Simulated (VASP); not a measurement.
# KCl (P4/mmm) in VASP: notebook

KCl is run at these levels: PBEsol; tasks: single point.

Everything below comes from runs of VASP 6.6.1. Logs are shortened: lines on timing, memory, paths and dates and some standing lists are left out, and cuts for length are marked.

## Step 1: The cell of the first run

The structure is tetragonal, space group P4/mmm (No. 123). The conventional cell has a = 3.935 Å, b = 3.935 Å, c = 3.743 Å, α = 90.00°, β = 90.00°, γ = 90.00°. K (site symmetry 4/mmm) has 8 Cl at 3.35 Å and 6 K at 3.74 to 3.94 Å within 4.4 Å. Cl (site symmetry 4/mmm) has 8 K at 3.35 Å and 6 Cl at 3.74 to 3.94 Å within 4.4 Å.

## Step 2: Single point, PBEsol (strain +0.025 along x and y, -0.025 along z)

Input file INCAR:

```
ALGO     = Normal         # electronic algorithm
EDIFF    = 1E-6           # SCF threshold, eV
ENCUT    = 520            # plane-wave cutoff, eV
GGA      = PS             # functional
ISIF     = 2              # what is computed and relaxed
ISMEAR   = 0              # smearing method
LASPH    = True           # aspherical terms in the spheres
LCHARG   = True           # write CHGCAR
LELF     = True           # ELF
LREAL    = False          # projectors in reciprocal space
LVHAR    = True         
LWAVE    = False          # write WAVECAR
NBANDS   = 15             # bands
NELM     = 80             # most SCF steps
PREC     = Accurate       # precision mode
SIGMA    = 0.05           # smearing width, eV
```

Input file KPOINTS:

```
k-points
0
Gamma
  6 6 6
```

Input file POSCAR:

```
KCl
1.0
    3.9351759000      0.0000000000      0.0000000000
    0.0000000000      3.9351759000      0.0000000000
    0.0000000000      0.0000000000      3.7432161000
K Cl
1 1
Direct
    0.0000000000      0.0000000000      0.0000000000
    0.5000000000      0.5000000000      0.5000000000
```

Potentials or basis: VASP PAW PBE potentials, release 64 (K_sv, Cl).

Run with:

```sh
$ cat potpaw_PBE.64/K_sv/POTCAR potpaw_PBE.64/Cl/POTCAR > POTCAR
$ mpirun -np 1 vasp_std > vasp.out
```

OUTCAR:

```text
EDIFF = 1E-6
   ENCUT = 520
   GGA = PS
   ISIF = 2
   ISMEAR = 0
   LASPH = True
   LREAL = False
   NELM = 80
   PREC = Accurate

 ion  position               nearest neighbor table
   1  0.000  0.000  0.000-
   2  0.500  0.500  0.500-

  LATTYP: Found a simple tetragonal cell.
 ALAT       =     3.9351759000
 C/A-ratio  =     0.9512195122

  Lattice vectors:

 A1 = (   3.9351759000,   0.0000000000,   0.0000000000)
 A2 = (   0.0000000000,   3.9351759000,   0.0000000000)
 A3 = (   0.0000000000,   0.0000000000,   3.7432161000)

Analysis of symmetry for initial positions (statically):
=====================================================================
 Subroutine PRICEL returns:
 Original cell was already a primitive cell.

 Routine SETGRP: Setting up the symmetry group for a
 simple tetragonal supercell.

 Subroutine GETGRP returns: Found 16 space group operations
 (whereof 16 operations were pure point group operations)
 out of a pool of 16 trial point group operations.

The static configuration has the point symmetry D_4h.

Analysis of symmetry for dynamics (positions and initial velocities):
=====================================================================
 Subroutine PRICEL returns:
 Original cell was already a primitive cell.

 Routine SETGRP: Setting up the symmetry group for a
 simple tetragonal supercell.

 Subroutine GETGRP returns: Found 16 space group operations
 (whereof 16 operations were pure point group operations)
 out of a pool of 16 trial point group operations.

The dynamic configuration has the point symmetry D_4h.

 Subroutine INISYM returns: Found 16 space group operations
 (whereof 16 operations are pure point group operations),
 and found     1 'primitive' translations

----------------------------------------------------------------------------------------

                                     Primitive cell

  volume of cell :      57.9660

  direct lattice vectors                    reciprocal lattice vectors
     3.935175900  0.000000000  0.000000000     0.254118247  0.000000000  0.000000000
     0.000000000  3.935175900  0.000000000     0.000000000  0.254118247  0.000000000
     0.000000000  0.000000000  3.743216100     0.000000000  0.000000000  0.267149952

  length of vectors
     3.935175900  3.935175900  3.743216100     0.254118247  0.254118247  0.267149952

  position of ions in fractional coordinates (direct lattice)
     0.000000000  0.000000000  0.000000000
     0.500000000  0.500000000  0.500000000

  ion indices of the primitive-cell ions
   primitive index   ion index
                 1           1
                 2           2

----------------------------------------------------------------------------------------

 KPOINTS: k-points

Automatic generation of k-mesh.
 Grid dimensions read from file:
 generate k-points for:    6    6    6

 Generating k-lattice:

  Cartesian coordinates                     Fractional coordinates (reciprocal lattice)
     0.042353041  0.000000000  0.000000000     0.166666667  0.000000000  0.000000000
     0.000000000  0.042353041  0.000000000     0.000000000  0.166666667  0.000000000
     0.000000000  0.000000000  0.044524992     0.000000000  0.000000000  0.166666667

  Length of vectors
     0.042353041  0.042353041  0.044524992

  Shift w.r.t. Gamma in fractional coordinates (k-lattice)
     0.000000000  0.000000000  0.000000000

 Subroutine IBZKPT returns following result:
 ===========================================

 Found     40 irreducible k-points:

 Following reciprocal coordinates:
            Coordinates               Weight
  0.000000  0.000000  0.000000      1.000000
  0.166667  0.000000  0.000000      4.000000
  0.333333  0.000000  0.000000      4.000000
  0.500000  0.000000  0.000000      2.000000
  0.166667  0.166667  0.000000      4.000000
  0.333333  0.166667  0.000000      8.000000
[... 16 lines left out ...]
  0.333333  0.000000  0.333333      8.000000
  0.500000  0.000000  0.333333      4.000000
 [... further k-points ...]
   k-points           NKPTS =     40   k-points in BZ     NKDIM =     40   number of bands    NBANDS=     15
   number of dos      NEDOS =    301   number of ions     NIONS =      2
   total plane-waves  NPLWV =  25200
   dimension x,y,z NGX =    30 NGY =   30 NGZ =   28
   dimension x,y,z NGXF=    60 NGYF=   60 NGZF=   56
   ions per type =               1   1
   NGX,Y,Z   is equivalent  to a cutoff of  12.67, 12.67, 12.44 a.u.
   NGXF,Y,Z  is equivalent  to a cutoff of  25.35, 25.35, 24.87 a.u.
 SYSTEM =  unknown system
   PREC   = accura    normal or accurate (medium, high low for compatibility)
   ISTART =      0    job   : 0-new  1-cont  2-samecut
   ICHARG =      2    charge: 1-file 2-atom 10-const
   ISPIN  =      1    spin polarized calculation?
   LNONCOLLINEAR =      F non collinear calculations
   LSORBIT =      F    spin-orbit coupling
   LASPH  =      T    aspherical Exc in radial PAW
   ENCUT  =  520.0 eV  38.22 Ry    6.18 a.u.   7.32  7.32  6.96*2*pi/ulx,y,z
   NELM   =     80;   NELMIN=  2; NELMDL= -5     # of ELM steps
   EDIFF  = 0.1E-05   stopping-criterion for ELM
   LREAL  =      F    real-space projection
   EDIFFG = 0.1E-04   stopping-criterion for IOM
   NSW    =      0    number of steps for IOM
   IBRION =     -1    ionic relax: 0-MD 1-quasi-New 2-CG
   NFREE  =      0    steps in history (QN), initial steepest desc. (CG)
   ISIF   =      2    stress and relaxation
   ISYM   =      2    0-nonsym 1-usesym 2-fastsym
   POTIM  = 0.5000    time-step for ionic-motion
   TEBEG  =    0.0;   TEEND  =   0.0 temperature during run
   PSTRESS=    0.0 pullay stress
   NELECT =      16.0000    total number of electrons
   NUPDOWN=      -1.0000    fix difference up-down
   EMIN   =  10.00;   EMAX   =-10.00  energy-range for DOS
   EFERMI =   0.00;   METHOD = LEGACY
   ISMEAR =     0;   SIGMA  =   0.05  broadening in eV -4-tet -1-fermi 0-gaus
   EFERMI_NEDOS =   21; number of points for ismear=-14 and -15
   IALGO  =     38    algorithm
   IMIX   =      4    mixing-type and parameters
     AMIX     =   0.40;   BMIX     =  1.00
     AMIX_MAG =   1.60;   BMIX_MAG =  1.00
  volume/ion in A,a.u.               =      28.98       195.59
  Fermi-wavevector in a.u.,A,eV,Ry     =   1.065918  2.014293 15.458681  1.136181
  Thomas-Fermi vector in A             =   2.201485
   LORBIT       =      0    0 simple, 1 ext, 2 COOP (PROOUT), +10 PAW based schemes
   GGA     = PS    functional components
   LHFCALC =     F    Hartree Fock is set to
   AEXX    =    0.0000 exact exchange contribution
   IVDW    =     0    specifies the selected vdW correction
   LEPSILON=     F    determine dielectric tensor
   LRPA    =     F    only Hartree local field effects (RPA)
 non-spin polarized calculation
 Gauss-broadening in eV      SIGMA  =   0.05
  energy-cutoff  :      520.00
  volume of cell :       57.97
 maximum number of plane-waves:      1594
 NGX is ok and might be reduce to    30
   NGX = 15   NGY = 15   NGZ = 13

 number of electron      15.9999995 magnetization

 Free energy of the ion-electron system (eV)
  ---------------------------------------------------
  ext. energy  EPLUGINS =         0.00000000
  ---------------------------------------------------
  free energy    TOTEN  =        -6.87060916 eV

  energy without entropy =       -6.87060916  energy(sigma->0) =       -6.87060916

 E-fermi :  -0.6571     XC(G=0):  -8.1581

 val. band max:       -0.8578549844   @ k =   0.5000   0.5000   0.0000
 cond. band min:       3.4920704275   @ k =   0.0000   0.0000   0.0000
 fundamental gap:      4.3499254118
 Fermi energy:        -0.6571272531

 k-point     1 :       0.0000    0.0000    0.0000
  band No.  band energies     occupation
      1     -28.9655      2.00000
      2     -13.5147      2.00000
      3     -12.4240      2.00000
      4     -12.4240      2.00000
      5     -12.4023      2.00000
      6      -1.2968      2.00000
      7      -1.2968      2.00000
      8      -1.0284      2.00000
      9       3.4921      0.00000
     10       5.3456      0.00000
     11       5.5733      0.00000
     12       9.3120      0.00000
     13       9.6653      0.00000
     14       9.6653      0.00000
     15      12.2128      0.00000

 k-point     2 :       0.1667    0.0000    0.0000
  band No.  band energies     occupation
      1     -28.9618      2.00000
      2     -13.5598      2.00000
      3     -12.4174      2.00000
      4     -12.3966      2.00000
      5     -12.3834      2.00000
      6      -1.7413      2.00000
      7      -1.3033      2.00000
      8      -1.0287      2.00000
      9       4.0943      0.00000
     10       5.7093      0.00000
     11       5.9006      0.00000
     12       9.2662      0.00000
     13       9.5794      0.00000
     14       9.7776      0.00000
     15      11.3870      0.00000

 k-point     3 :       0.3333    0.0000    0.0000
  band No.  band energies     occupation
      1     -28.9545      2.00000
      2     -13.6476      2.00000
      3     -12.4041      2.00000
      4     -12.3852      2.00000
      5     -12.3009      2.00000
      6      -2.4470      2.00000
      7      -1.3172      2.00000
      8      -1.0298      2.00000
      9       5.3434      0.00000
     10       6.3115      0.00000
     11       6.7704      0.00000
     12       9.2874      0.00000
     13       9.4913      0.00000
     14       9.8586      0.00000
     15      10.0335      0.00000
[... 343 lines left out ...]
 k-point    23 :       0.3333    0.0000    0.3333
  band No.  band energies     occupation
      1     -28.9361      2.00000
      2     -13.4474      2.00000
      3     -12.5918      2.00000
      4     -12.4091      2.00000
      5     -12.3794      2.00000
      6      -2.1814      2.00000
      7      -1.9813      2.00000
      8      -1.1721      2.00000
      9       5.6466      0.00000
     10       6.2057      0.00000
     11       8.0355      0.00000
     12       8.2823      0.00000
     13       8.5990      0.00000
     14       8.7649      0.00000
     15      11.0053      0.00000

 k-point    24 :       0.5000    0.0000    0.3333
  band No.  band energies     occupation
      1     -28.9327      2.00000
      2     -13.3889      2.00000
      3     -12.6143      2.00000
      4     -12.4723      2.00000
      5     -12.3741      2.00000
      6      -2.2932      2.00000
      7      -1.9849      2.00000
      8      -1.1373      2.00000
      9       5.5016      0.00000
     10       6.1514      0.00000
     11       7.9440      0.00000
     12       8.1178      0.00000
     13       8.5473      0.00000
     14       9.6744      0.00000
     15      10.8329      0.00000

 [... further k-points ...]
[... 5 lines left out ...]
  --------------------------------------------------------------------------------------
  -------------------------------------------------------------------------------------
  Total       -0.8795186     -0.8795186     -0.1386997      0.0000000     -0.0000000     -0.0000000
  in kB      -24.3098582    -24.3098582     -3.8336544      0.0000000     -0.0000000     -0.0000000
  external PRESSURE =     -17.4844569 kB  Pullay stress =       0.0000000 kB

 VOLUME and BASIS-vectors are now :
 -----------------------------------------------------------------------------
  energy-cutoff  :      520.00
  volume of cell :       57.97
      direct lattice vectors                 reciprocal lattice vectors
     3.935175900  0.000000000  0.000000000     0.254118247  0.000000000  0.000000000
     0.000000000  3.935175900  0.000000000     0.000000000  0.254118247  0.000000000
     0.000000000  0.000000000  3.743216100     0.000000000  0.000000000  0.267149952

 POSITION                                       TOTAL-FORCE (eV/Angst)
 -----------------------------------------------------------------------------------
      0.00000      0.00000      0.00000         0.000000      0.000000      0.000000
      1.96759      1.96759      1.87161         0.000000      0.000000      0.000000
 -----------------------------------------------------------------------------------
    total drift:                                0.000000      0.000000     -0.000000

  FREE ENERGIE OF THE ION-ELECTRON SYSTEM (eV)
  ---------------------------------------------------
  free  energy   TOTEN  =        -6.8706091636 eV

  energy  without entropy=       -6.8706091636  energy(sigma->0) =       -6.87060916
```

Wall time 31 s (1 thread of AMD EPYC 9R45 (Zen 5), shared host); peak memory 0.15 GiB.

Results:

| Property | Result |
| --- | --- |
| Free energy | -6.8706 eV |
| Pressure | -1.7 GPa |
| Band gap on the k mesh | 4.35 eV, indirect (least direct gap 4.52 eV) |

Stress tensor (GPa, compression positive):
```
-2.43  0.00  0.00
 0.00 -2.43  0.00
 0.00  0.00 -0.38
```

Caveat: the cell differs from its parent crystal (strain +0.025 along x and y, -0.025 along z); the PAW data sets were made with another functional, which shifts forces and pressure a little. A k mesh can miss the band edges.

(Part 1 of 3 ends here.)
